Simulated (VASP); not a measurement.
# BaPtPbSe3 (P4mm) in VASP: notebook, part 2 of 2

VASP 6.6.1. The steps go on from the part before.

### 4 Relaxation of cell and atoms, PBE

This run uses another cell than the first one, of 29.78 Å³/atom.

File INCAR:

```
SYSTEM = BaPtPbSe3
  PREC = Accurate
  ENCUT = 600
  EDIFF = 1E-6
  ISMEAR = 0
  SIGMA = 0.1
  LREAL = .FALSE.
  LASPH = .TRUE.
  NELM = 60
  ALGO = Normal
  ISIF = 3
  LWAVE = .FALSE.
  LCHARG = .FALSE.
  GGA = PE
  IBRION = 2
  NSW = 100
  EDIFFG = -0.01
```

File KPOINTS:

```
regular mesh
0
G
  6 6 4
  0 0 0
```

File POSCAR:

```
BaPtPbSe3
1.0
    4.9614190219      0.0000000000      0.0000000000
    0.0000000000      4.9614190219      0.0000000000
    0.0000000000      0.0000000000      7.2592907934
Ba Pt Pb Se
1 1 1 3
Direct
    0.0000000000      0.0000000000      0.2909296784
    0.5000000000      0.5000000000      0.8941760085
    0.0000000000      0.0000000000      0.7641285660
    0.5000000000      0.0000000000      0.9784836321
    0.0000000000      0.5000000000      0.9784836321
    0.5000000000      0.5000000000      0.5274540730
```

Potentials or basis: VASP PAW PBE potentials, release 64 (Ba_sv, Pt, Pb_d, Se).

Command:

```
$ cat potpaw_PBE.64/Ba_sv/POTCAR potpaw_PBE.64/Pt/POTCAR potpaw_PBE.64/Pb_d/POTCAR potpaw_PBE.64/Se/POTCAR > POTCAR
$ mpirun -np 1 vasp_std > vasp.out
```

OUTCAR:

```text
SYSTEM = BaPtPbSe3
   PREC = Accurate
   ENCUT = 600
   EDIFF = 1E-6
   ISMEAR = 0
   LREAL = .FALSE.
   LASPH = .TRUE.
   NELM = 60
   ISIF = 3
   GGA = PE
   IBRION = 2
   NSW = 100
   EDIFFG = -0.01

 ion  position               nearest neighbor table
   1  0.000  0.000  0.291-   4 3.36   5 3.36   5 3.36   4 3.36   3 3.44   3 3.82
   2  0.500  0.500  0.894-   4 2.56   5 2.56   4 2.56   5 2.56   6 2.66   3 3.63   3 3.63   3 3.63
                             3 3.63
   3  0.000  0.000  0.764-   4 2.93   5 2.93   5 2.93   4 2.93   1 3.44   2 3.63   2 3.63   2 3.63
                             2 3.63   1 3.82
   4  0.500  0.000  0.978-   2 2.56   2 2.56   3 2.93   3 2.93   1 3.36   1 3.36
   5  0.000  0.500  0.978-   2 2.56   2 2.56   3 2.93   3 2.93   1 3.36   1 3.36
   6  0.500  0.500  0.527-   2 2.66

  LATTYP: Found a simple tetragonal cell.
 ALAT       =     4.9614190219
 C/A-ratio  =     1.4631480956

  Lattice vectors:

 A1 = (   4.9614190219,   0.0000000000,   0.0000000000)
 A2 = (   0.0000000000,   4.9614190219,   0.0000000000)
 A3 = (   0.0000000000,   0.0000000000,   7.2592907934)

Analysis of symmetry for initial positions (statically):
=====================================================================
 Subroutine PRICEL returns:
 Original cell was already a primitive cell.

 Routine SETGRP: Setting up the symmetry group for a
 simple tetragonal supercell.

 Subroutine GETGRP returns: Found  8 space group operations
 (whereof  8 operations were pure point group operations)
 out of a pool of 16 trial point group operations.

The static configuration has the point symmetry C_4v.

Analysis of symmetry for dynamics (positions and initial velocities):
=====================================================================
 Subroutine PRICEL returns:
 Original cell was already a primitive cell.

 Routine SETGRP: Setting up the symmetry group for a
[... 155 lines left out ...]

 number of electron      51.9999998 magnetization

 Free energy of the ion-electron system (eV)
  ---------------------------------------------------
  ext. energy  EPLUGINS =         0.00000000
  ---------------------------------------------------
  free energy    TOTEN  =       -25.85630078 eV

  energy without entropy =      -25.83330532  energy(sigma->0) =      -25.84480305

------------------------ aborting loop because EDIFF is reached ----------------------------------------

  FORCE on cell =-STRESS in cart. coord.  units (eV):
  Direction    XX          YY          ZZ          XY          YZ          ZX
  --------------------------------------------------------------------------------------
  -------------------------------------------------------------------------------------
  Total       -0.5560877     -0.5560877      1.3706505      0.0000000     -0.0000000      0.0000000
  in kB       -4.9859497     -4.9859497     12.2894179      0.0000000     -0.0000000      0.0000000
  external PRESSURE =       0.7725062 kB  Pullay stress =       0.0000000 kB
[... 101 lines left out ...]
  FREE ENERGIE OF THE ION-ELECTRON SYSTEM (eV)
  ---------------------------------------------------
  free  energy   TOTEN  =       -25.9119628137 eV

  energy  without entropy=      -25.8886821668  energy(sigma->0) =      -25.90032249

[... ionic steps 4 to 17 ...]

--------------------------------------- Ionic step       18  -------------------------------------------

 number of electron      52.0000001 magnetization

------------------------ aborting loop because EDIFF is reached ----------------------------------------
[... 75 lines left out ...]
--------------------------------------- Ionic step       20  -------------------------------------------

 number of electron      52.0000001 magnetization

 Free energy of the ion-electron system (eV)
  ---------------------------------------------------
  ext. energy  EPLUGINS =         0.00000000
  ---------------------------------------------------
  free energy    TOTEN  =       -26.02672768 eV

  energy without entropy =      -26.01206833  energy(sigma->0) =      -26.01939801

 E-fermi :   4.2008     XC(G=0):  -9.3382

 val. band max:        4.2003849808   @ k =   0.1667   0.0000   0.2500
 cond. band min:       4.2154958064   @ k =   0.0000   0.0000   0.5000
 fundamental gap:      0.0151108256
 Fermi energy:         4.2007753438

 k-point     1 :       0.0000    0.0000    0.0000
  band No.  band energies     occupation
      1     -23.9056      2.00000
      2     -13.1839      2.00000
      3     -13.1675      2.00000
      4     -13.1596      2.00000
      5     -13.1596      2.00000
      6     -13.1181      2.00000
[... 805 lines left out ...]
     30       6.7775      0.00000
     31       7.7086      0.00000

 [... further k-points ...]

------------------------ aborting loop because EDIFF is reached ----------------------------------------

  FORCE on cell =-STRESS in cart. coord.  units (eV):
  Direction    XX          YY          ZZ          XY          YZ          ZX
  --------------------------------------------------------------------------------------
  -------------------------------------------------------------------------------------
  Total       -0.0091030     -0.0091030      0.0119169      0.0000000     -0.0000000      0.0000000
  in kB       -0.0842849     -0.0842849      0.1103382      0.0000000     -0.0000000      0.0000000
  external PRESSURE =      -0.0194105 kB  Pullay stress =       0.0000000 kB
[... 21 lines left out ...]
  FREE ENERGIE OF THE ION-ELECTRON SYSTEM (eV)
  ---------------------------------------------------
  free  energy   TOTEN  =       -26.0267276765 eV

  energy  without entropy=      -26.0120683350  energy(sigma->0) =      -26.01939801

 reached required accuracy - stopping structural energy minimisation
```

Wall time 54 min (1 thread of Intel Xeon 8259CL, shared host); peak memory 0.5 GiB.

Results:

```
Free energy                           : -26.0267 eV
Relaxed volume                        : 28.84 Å³/atom
Relaxed cell                          : a = 4.749 Å, b = 4.749 Å, c = 7.671 Å, α = 90.00°, β = 90.00°, γ = 90.00°
Space group after relaxing (to 0.1 Å) : P4mm (No. 99)
Energy gained by relaxing             : 28.4 meV/atom
Ionic steps                           : 20
Pressure after relaxing               : 0.0 GPa
Largest force after relaxing          : 0.006 eV/Å
Band gap on the k mesh                : zero (bands 26 and 27 overlap by 0.31 eV)
```

Forces on the atoms (eV/Å):
```
Ba   0.000  0.000 -0.004
Pt   0.000  0.000  0.001
Pb   0.000  0.000 -0.006
Se   0.000  0.000  0.004
Se   0.000  0.000  0.004
Se   0.000  0.000  0.001
```

Step by step:
```
step  energy change (eV)  largest force (eV/Å)  pressure (GPa)  volume (Å³)
   1              0.0000                0.2915            0.08       178.69
   2             -0.0265                0.3004           -0.03       179.05
   3             -0.0557                0.3732           -0.37       179.83
   4             -0.0603                0.4263           -0.50       180.05
   5             -0.0708                0.4721           -0.77       180.43
   6             -0.1007                0.4407           -0.26       177.68
   7             -0.1252                0.4142            0.85       172.45
   8             -0.1411                0.3329            0.46       172.28
   9             -0.1446                0.2724            0.19       172.15
  10             -0.1521                0.2143            0.04       172.67
  11             -0.1607                0.2156           -0.35       174.07
  12             -0.1645                0.1185            0.10       172.99
  13             -0.1646                0.1217            0.16       172.85
  14             -0.1667                0.0959            0.09       173.16
  15             -0.1688                0.0543           -0.06       173.81
  16             -0.1688                0.0547           -0.08       173.91
  17             -0.1698                0.0416           -0.03       173.53
  18             -0.1704                0.0240            0.07       172.88
  19             -0.1702                0.0286           -0.14       173.36
  20             -0.1704                0.0065            0.00       173.04
```

Final structure:
```xyz
6
Lattice="4.7494 0.0000 0.0000 0.0000 4.7494 0.0000 0.0000 0.0000 7.6712" Properties=species:S:1:pos:R:3 pbc="T T T"
Ba    0.0000    0.0000    2.3995
Pt    2.3747    2.3747    6.6095
Pb    0.0000    0.0000    5.8851
Se    2.3747    0.0000    7.6220
Se    0.0000    2.3747    7.6220
Se    2.3747    2.3747    3.8734
```

Levels at points of the mesh, in eV from the Fermi level:
```
           k point  band 22  band 23  band 24  band 25  band 26  band 27  band 28  band 29  band 30  band 31
(0.00, 0.00, 0.00)    -1.31    -1.31    -0.40    -0.14     0.19     0.19     0.26     2.01     2.01     2.08
(0.50, 0.00, 0.00)    -1.75    -1.34    -1.33    -1.13    -0.25     0.20     1.76     1.85     1.91     3.53
(0.50, 0.50, 0.00)    -1.95    -1.80    -1.54    -1.54    -0.13     1.38     2.37     2.67     2.67     3.68
(0.00, 0.00, 0.50)    -1.06    -1.06    -0.84    -0.14     0.01     0.01     0.06     2.40     2.40     2.51
(0.50, 0.00, 0.50)    -1.66    -1.60    -1.34    -0.79    -0.49    -0.10     1.62     2.27     2.58     3.51
(0.50, 0.50, 0.50)    -2.04    -1.53    -1.53    -1.09    -0.13     1.84     2.29     2.29     2.37     2.58
```

Caveat: spin-orbit coupling is left out, which moves the levels of the heavy elements.

### 5 The runs side by side

```tsv
task	cell	k mesh	cutoff (eV)	smearing	gap on the mesh (eV)	pressure (GPa)	largest force (eV/Å)
single point	a = 5.048, b = 5.048, c = 7.058 Å, 6 atoms, atomic positions A	3 × 3 × 2	520	gaussian 0.15 eV	none	0.1	0.08
single point	a = 4.745, b = 4.745, c = 7.644 Å, 6 atoms, atomic positions B	6 × 6 × 4	520	gaussian 0.1 eV	none	0.2	0.06
relaxation of cell and atoms	relaxed from a = 4.961, b = 4.961, c = 7.259 Å, 6 atoms, atomic positions C	6 × 6 × 4	600	gaussian 0.1 eV	none	0.0	0.01
```

Alike in all rows: level PBE; potentials or basis VASP PAW PBE potentials, release 64 (Ba_sv, Pt, Pb_d, Se); no spin polarisation.

Caveats: some runs use coarse meshes; spin-orbit coupling is left out, which moves the levels of the heavy elements.

Absolute energies hang on the potentials; compare differences alone.
